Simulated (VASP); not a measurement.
# Rh (Fm-3m) in VASP: notebook

Rh is run at these levels: PBEsol; tasks: single point, relaxation of cell and atoms.

All numbers are computed with VASP 6.6.1; they aren't measurements. Logs are shortened: lines on timing, memory, paths and dates and some standing lists are left out, and cuts for length are marked.

**1. The cell of the first run**

It takes space group Fm-3m (No. 225, cubic). The conventional cell has a = 3.780 Å, b = 3.780 Å, c = 3.780 Å, α = 90.00°, β = 90.00°, γ = 90.00°. Rh (site symmetry m-3m) has 12 Rh at 2.67 Å within 3.5 Å.

**2. Single point, PBEsol**

The input, INCAR:

```
SYSTEM = Rh
PREC     = Accurate       ! precision mode
ENCUT    = 520            ! plane-wave cutoff, eV
EDIFF    = 1E-7           ! SCF threshold, eV
ISMEAR   = 0              ! smearing method
SIGMA    = 0.1            ! smearing width, eV
LREAL    = .FALSE.        ! projectors in reciprocal space
LASPH    = .TRUE.         ! aspherical terms in the spheres
NELM     = 60             ! most SCF steps
ALGO     = Normal         ! electronic algorithm
ISIF     = 2              ! what is computed and relaxed
LWAVE    = .FALSE.        ! write WAVECAR
LCHARG   = .FALSE.        ! write CHGCAR
GGA      = PS             ! functional
NBANDS   = 14             ! bands
```

The input, KPOINTS:

```
regular mesh
0
G
  24 24 24
  0 0 0
```

The input, POSCAR:

```
Rh
1.0
    0.0000000000      1.8899016367      1.8899016367
    1.8899016367      0.0000000000      1.8899016367
    1.8899016367      1.8899016367      0.0000000000
Rh
1
Direct
    0.0000000000      0.0000000000      0.0000000000
```

Potentials or basis: VASP PAW PBE potentials, release 64 (Rh_pv).

Run with:

```
> cat potpaw_PBE.64/Rh_pv/POTCAR > POTCAR
> mpirun -np 1 vasp_std > vasp.out
```

OUTCAR:

```text
SYSTEM = Rh
   PREC = Accurate
   ENCUT = 520
   EDIFF = 1E-7
   ISMEAR = 0
   LREAL = .FALSE.
   LASPH = .TRUE.
   NELM = 60
   ISIF = 2
   GGA = PS

 ion  position               nearest neighbor table
   1  0.000  0.000  0.000-

  LATTYP: Found a face centered cubic cell.
 ALAT       =     3.7798032734

  Lattice vectors:

 A1 = (   0.0000000000,   1.8899016367,   1.8899016367)
 A2 = (   1.8899016367,   0.0000000000,   1.8899016367)
 A3 = (   1.8899016367,   1.8899016367,   0.0000000000)

Analysis of symmetry for initial positions (statically):
=====================================================================
 Subroutine PRICEL returns:
 Original cell was already a primitive cell.

 Routine SETGRP: Setting up the symmetry group for a
 face centered cubic supercell.

 Subroutine GETGRP returns: Found 48 space group operations
 (whereof 48 operations were pure point group operations)
 out of a pool of 48 trial point group operations.

The static configuration has the point symmetry O_h .

Analysis of symmetry for dynamics (positions and initial velocities):
=====================================================================
 Subroutine PRICEL returns:
 Original cell was already a primitive cell.

 Routine SETGRP: Setting up the symmetry group for a
 face centered cubic supercell.

 Subroutine GETGRP returns: Found 48 space group operations
 (whereof 48 operations were pure point group operations)
 out of a pool of 48 trial point group operations.

The dynamic configuration has the point symmetry O_h .

 Subroutine INISYM returns: Found 48 space group operations
 (whereof 48 operations are pure point group operations),
 and found     1 'primitive' translations

----------------------------------------------------------------------------------------

                                     Primitive cell

  volume of cell :      13.5004

  direct lattice vectors                    reciprocal lattice vectors
     0.000000000  1.889901637  1.889901637    -0.264564034  0.264564034  0.264564034
     1.889901637  0.000000000  1.889901637     0.264564034 -0.264564034  0.264564034
     1.889901637  1.889901637  0.000000000     0.264564034  0.264564034 -0.264564034

  length of vectors
     2.672724526  2.672724526  2.672724526     0.458238348  0.458238348  0.458238348

  position of ions in fractional coordinates (direct lattice)
     0.000000000  0.000000000  0.000000000

  ion indices of the primitive-cell ions
   primitive index   ion index
                 1           1

----------------------------------------------------------------------------------------

 KPOINTS: regular mesh

Automatic generation of k-mesh.
 Grid dimensions read from file:
 generate k-points for:   24   24   24

 Generating k-lattice:

  Cartesian coordinates                     Fractional coordinates (reciprocal lattice)
    -0.011023501  0.011023501  0.011023501     0.041666667  0.000000000  0.000000000
     0.011023501 -0.011023501  0.011023501     0.000000000  0.041666667  0.000000000
     0.011023501  0.011023501 -0.011023501     0.000000000  0.000000000  0.041666667

  Length of vectors
     0.019093264  0.019093264  0.019093264

  Shift w.r.t. Gamma in fractional coordinates (k-lattice)
     0.000000000  0.000000000  0.000000000

 Subroutine IBZKPT returns following result:
 ===========================================

 Found    413 irreducible k-points:

 Following reciprocal coordinates:
            Coordinates               Weight
  0.000000  0.000000  0.000000      1.000000
  0.041667  0.000000  0.000000      8.000000
  0.083333  0.000000  0.000000      8.000000
  0.125000  0.000000  0.000000      8.000000
  0.166667  0.000000  0.000000      8.000000
  0.208333  0.000000  0.000000      8.000000
[... 16 lines left out ...]
  0.416667  0.041667  0.000000     24.000000
  0.458333  0.041667  0.000000     24.000000
 [... further k-points ...]
   k-points           NKPTS =    413   k-points in BZ     NKDIM =    413   number of bands    NBANDS=     14
   number of dos      NEDOS =    301   number of ions     NIONS =      1
   total plane-waves  NPLWV =   8000
   dimension x,y,z NGX =    20 NGY =   20 NGZ =   20
   dimension x,y,z NGXF=    40 NGYF=   40 NGZF=   40
   ions per type =               1
   NGX,Y,Z   is equivalent  to a cutoff of  12.44, 12.44, 12.44 a.u.
   NGXF,Y,Z  is equivalent  to a cutoff of  24.88, 24.88, 24.88 a.u.
 SYSTEM =  Rh
   PREC   = accura    normal or accurate (medium, high low for compatibility)
   ISTART =      0    job   : 0-new  1-cont  2-samecut
   ICHARG =      2    charge: 1-file 2-atom 10-const
   ISPIN  =      1    spin polarized calculation?
   LNONCOLLINEAR =      F non collinear calculations
   LSORBIT =      F    spin-orbit coupling
   LASPH  =      T    aspherical Exc in radial PAW
   ENCUT  =  520.0 eV  38.22 Ry    6.18 a.u.   4.97  4.97  4.97*2*pi/ulx,y,z
   NELM   =     60;   NELMIN=  2; NELMDL= -5     # of ELM steps
   EDIFF  = 0.1E-06   stopping-criterion for ELM
   LREAL  =      F    real-space projection
   EDIFFG = 0.1E-05   stopping-criterion for IOM
   NSW    =      0    number of steps for IOM
   IBRION =     -1    ionic relax: 0-MD 1-quasi-New 2-CG
   NFREE  =      0    steps in history (QN), initial steepest desc. (CG)
   ISIF   =      2    stress and relaxation
   ISYM   =      2    0-nonsym 1-usesym 2-fastsym
   POTIM  = 0.5000    time-step for ionic-motion
   TEBEG  =    0.0;   TEEND  =   0.0 temperature during run
   PSTRESS=    0.0 pullay stress
   NELECT =      15.0000    total number of electrons
   NUPDOWN=      -1.0000    fix difference up-down
   EMIN   =  10.00;   EMAX   =-10.00  energy-range for DOS
   EFERMI =   0.00;   METHOD = LEGACY
   ISMEAR =     0;   SIGMA  =   0.10  broadening in eV -4-tet -1-fermi 0-gaus
   EFERMI_NEDOS =   21; number of points for ismear=-14 and -15
   IALGO  =     38    algorithm
   IMIX   =      4    mixing-type and parameters
     AMIX     =   0.40;   BMIX     =  1.00
     AMIX_MAG =   1.60;   BMIX_MAG =  1.00
  volume/ion in A,a.u.               =      13.50        91.11
  Fermi-wavevector in a.u.,A,eV,Ry     =   1.695597  3.204214 39.117433  2.875050
  Thomas-Fermi vector in A             =   2.776612
   LORBIT       =      0    0 simple, 1 ext, 2 COOP (PROOUT), +10 PAW based schemes
   GGA     = PS    functional components
   LHFCALC =     F    Hartree Fock is set to
   AEXX    =    0.0000 exact exchange contribution
   IVDW    =     0    specifies the selected vdW correction
   LEPSILON=     F    determine dielectric tensor
   LRPA    =     F    only Hartree local field effects (RPA)
 non-spin polarized calculation
 Gauss-broadening in eV      SIGMA  =   0.10
  energy-cutoff  :      520.00
  volume of cell :       13.50
 maximum number of plane-waves:       380
   NGX =  9   NGY =  9   NGZ =  9

 number of electron      15.0000006 magnetization

 Free energy of the ion-electron system (eV)
  ---------------------------------------------------
  ext. energy  EPLUGINS =         0.00000000
  ---------------------------------------------------
  free energy    TOTEN  =        -8.14169483 eV

  energy without entropy =       -8.13624847  energy(sigma->0) =       -8.13897165

 E-fermi :  12.0901     XC(G=0): -14.3366

 val. band max:       12.0891950766   @ k =   0.4167   0.0833   0.0417
 cond. band min:      12.0990796210   @ k =   0.3333   0.1250   0.0000
 fundamental gap:      0.0098845444
 Fermi energy:        12.0900576662

 k-point     1 :       0.0000    0.0000    0.0000
  band No.  band energies     occupation
      1     -34.2784      2.00000
      2     -34.2784      2.00000
      3     -34.2784      2.00000
      4       3.9027      2.00000
      5       8.9054      2.00000
      6       8.9054      2.00000
      7       8.9054      2.00000
      8      11.0790      2.00000
      9      11.0790      2.00000
     10      28.0117      0.00000
     11      32.3970      0.00000
     12      33.5668      0.00000
     13      33.5668      0.00000
     14      33.5668      0.00000

 k-point     2 :       0.0417    0.0000    0.0000
  band No.  band energies     occupation
      1     -34.2922      2.00000
      2     -34.2802      2.00000
      3     -34.2802      2.00000
      4       3.9745      2.00000
      5       8.8722      2.00000
      6       8.9341      2.00000
      7       8.9341      2.00000
      8      11.0622      2.00000
      9      11.0622      2.00000
     10      28.1191      0.00000
     11      32.3960      0.00000
     12      33.1497      0.00000
     13      33.6732      0.00000
     14      33.6732      0.00000

 k-point     3 :       0.0833    0.0000    0.0000
  band No.  band energies     occupation
      1     -34.3328      2.00000
      2     -34.2857      2.00000
      3     -34.2857      2.00000
      4       4.1849      2.00000
      5       8.7818      2.00000
      6       9.0144      2.00000
      7       9.0144      2.00000
      8      11.0194      2.00000
      9      11.0194      2.00000
     10      28.4230      0.00000
     11      32.1643      0.00000
     12      32.4092      0.00000
     13      33.9868      0.00000
     14      33.9868      0.00000
[... 324 lines left out ...]
 k-point    23 :       0.4167    0.0417    0.0000
  band No.  band energies     occupation
      1     -34.9906      2.00000
      2     -34.3846      2.00000
      3     -34.3805      2.00000
      4       5.9080      2.00000
      5       8.8735      2.00000
      6       8.9921      2.00000
      7      11.0541      2.00000
      8      12.4899      0.00000
      9      12.6844      0.00000
     10      22.4823      0.00000
     11      28.0608      0.00000
     12      32.3992      0.00000
     13      33.8288      0.00000
     14      34.4392      0.00000

 k-point    24 :       0.4583    0.0417    0.0000
  band No.  band energies     occupation
      1     -35.0357      2.00000
      2     -34.3894      2.00000
      3     -34.3889      2.00000
      4       5.8533      2.00000
      5       8.8076      2.00000
      6       8.9199      2.00000
      7      11.6038      2.00000
      8      12.6495      0.00000
      9      13.1929      0.00000
     10      21.4497      0.00000
     11      27.7638      0.00000
     12      32.3990      0.00000
     13      33.4474      0.00000
     14      33.7356      0.00000

 [... further k-points ...]

------------------------ aborting loop because EDIFF is reached ----------------------------------------

  FORCE on cell =-STRESS in cart. coord.  units (eV):
  Direction    XX          YY          ZZ          XY          YZ          ZX
  --------------------------------------------------------------------------------------
  -------------------------------------------------------------------------------------
  Total       -0.0062053     -0.0062053     -0.0062053      0.0000000     -0.0000000      0.0000000
  in kB       -0.7364205     -0.7364205     -0.7364205      0.0000000     -0.0000000      0.0000000
  external PRESSURE =      -0.7364205 kB  Pullay stress =       0.0000000 kB

 VOLUME and BASIS-vectors are now :
 -----------------------------------------------------------------------------
  energy-cutoff  :      520.00
  volume of cell :       13.50
      direct lattice vectors                 reciprocal lattice vectors
     0.000000000  1.889901637  1.889901637    -0.264564034  0.264564034  0.264564034
     1.889901637  0.000000000  1.889901637     0.264564034 -0.264564034  0.264564034
     1.889901637  1.889901637  0.000000000     0.264564034  0.264564034 -0.264564034

 POSITION                                       TOTAL-FORCE (eV/Angst)
 -----------------------------------------------------------------------------------
      0.00000      0.00000      0.00000        -0.000000      0.000000      0.000000
 -----------------------------------------------------------------------------------
    total drift:                                0.000000     -0.000000      0.000000

  FREE ENERGIE OF THE ION-ELECTRON SYSTEM (eV)
  ---------------------------------------------------
  free  energy   TOTEN  =        -8.1416948308 eV

  energy  without entropy=       -8.1362484710  energy(sigma->0) =       -8.13897165
```

Run time: 39 s. Hardware: 1 thread of Intel Xeon 6975P-C, shared host; peak memory 0.18 GiB.

What came out:

- Free energy: -8.1417 eV
- Pressure: -0.1 GPa

Caveat: the PAW data sets were made with another functional, which shifts forces and pressure a little.

**3. Relaxation of cell and atoms, PBEsol**

This run uses another cell than the first one, of 13.72 Å³/atom, 1.016 times its volume.

The input, INCAR:

```
SYSTEM = Rh
PREC = Accurate
ENCUT = 600
EDIFF = 1E-7
ISMEAR = 0
SIGMA = 0.1
LREAL = .False.
LASPH = .True.
NELM = 60
ALGO = Normal
ISIF = 3
LWAVE = .False.
LCHARG = .False.
GGA = PS
IBRION = 2
NSW = 80
EDIFFG = -0.003
```

The input, KPOINTS:

```
Automatic mesh
0
Gamma
  24 24 24
  0 0 0
```

The input, POSCAR:

```
Rh
1.0
    0.0000000000      1.9000000000      1.9000000000
    1.9000000000      0.0000000000      1.9000000000
    1.9000000000      1.9000000000      0.0000000000
Rh
1
Direct
    0.0000000000      0.0000000000      0.0000000000
```

Potentials or basis: VASP PAW PBE potentials, release 64 (Rh_pv).

Run with:

```
> cat potpaw_PBE.64/Rh_pv/POTCAR > POTCAR
> mpirun -np 1 vasp_std > vasp.out
```

Run time: 99 s. Hardware: 1 thread of Intel Xeon 6975P-C, shared host; peak memory 0.21 GiB.

It converged, with:

```yaml
Free_energy: -8.1423 eV
Relaxed_volume: 13.49 Å³/atom
Relaxed_cell: a = 2.672 Å, b = 2.672 Å, c = 2.672 Å, α = 60.00°, β = 60.00°, γ = 60.00°
Space_group_after_relaxing_to_0.05_Å: Fm-3m (No. 225)
Energy_gained_by_relaxing: 3.4 meV/atom
Ionic_steps: 4
Pressure_after_relaxing: 0.0 GPa
```

Step by step:
| step | energy change (eV) | largest force (eV/Å) | pressure (GPa) | volume (Å³) |
| --- | --- | --- | --- | --- |
| 1 | 0.0000 | 0.0000 | -4.74 | 13.72 |
| 2 | 0.0204 | 0.0000 | 14.16 | 12.93 |
| 3 | -0.0034 | 0.0000 | -0.07 | 13.50 |
| 4 | -0.0034 | 0.0000 | 0.02 | 13.49 |

Final structure:
```
Rh
1.0
     0.00000    1.88946    1.88946
     1.88946    0.00000    1.88946
     1.88946    1.88946    0.00000
Rh
1
Direct
  0.00000 0.00000 0.00000
```

Levels at points of the mesh, in eV from the Fermi level:
| k point | band 5 | band 6 | band 7 | band 8 | band 9 | band 10 |
| --- | --- | --- | --- | --- | --- | --- |
| (0.00, 0.00, 0.00) | -3.19 | -3.19 | -3.19 | -1.01 | -1.01 | 15.92 |
| (0.50, 0.00, 0.00) | -3.26 | -3.26 | 0.60 | 0.60 | 0.63 | 8.79 |
| (0.50, 0.50, 0.00) | -6.15 | 0.58 | 1.03 | 1.03 | 3.21 | 12.47 |

Caveat: the PAW data sets were made with another functional, which shifts forces and pressure a little.
